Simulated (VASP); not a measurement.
Set up this calculation in VASP 6.6.1, as the native input.

```yaml
Task: single point
Functional: PBEsol
Potentials_or_basis: VASP PAW PBE potentials, release 64 (V_sv)
Cutoff: 500 eV
k_mesh: 9 × 9 × 8
Occupations: gaussian, width 0.1 eV
Spin: no spin polarisation
Dipole_correction: no
Further_INCAR_settings: ALGO = Normal; EDIFF = 1e-06; NBANDS = 12
```

The structure of V lies in POSCAR:

```
V
1.0
    2.5573247617      0.0000000000      0.0000000000
   -1.2786623808      2.2147082093      0.0000000000
    0.0000000000      0.0000000000      2.3904022202
V
1
Direct
    0.0000000000      0.0000000000      0.0000000000
```

This isn't the form of V at room conditions, which is bcc.

The input as run:

INCAR

```
PREC     = Accurate       # precision mode
ENCUT    = 500            # plane-wave cutoff, eV
EDIFF    = 1E-6           # SCF threshold, eV
ISMEAR   = 0              # smearing method
SIGMA    = 0.1            # smearing width, eV
LREAL    = False          # projectors in reciprocal space
LASPH    = True           # aspherical terms in the spheres
NELM     = 120            # most SCF steps
ALGO     = Normal         # electronic algorithm
ISIF     = 2              # what is computed and relaxed
LWAVE    = False          # write WAVECAR
LCHARG   = False          # write CHGCAR
GGA      = PS             # functional
NBANDS   = 12             # bands
GGA_COMPAT= False
```

KPOINTS

```
Automatic mesh
0
Gamma
  9 9 8
```

Potentials or basis: VASP PAW PBE potentials, release 64 (V_sv).

The run is started by

```console
$ cat potpaw_PBE.64/V_sv/POTCAR > POTCAR
$ mpirun -np 1 vasp_std > vasp.out
```

Results of the run:

| Item | Value |
| --- | --- |
| Pressure | 0.2 GPa |
| Band gap on the k mesh | zero (an odd number of electrons rules out a gap without spin polarisation) |

Caveat: the PAW data sets were made with another functional, which shifts forces and pressure a little.

Run time: 3.6 s on 1 thread of Intel(R) Xeon(R) 6975P-C (Granite Rapids), with other jobs on the host, peak memory 0.12 GiB.
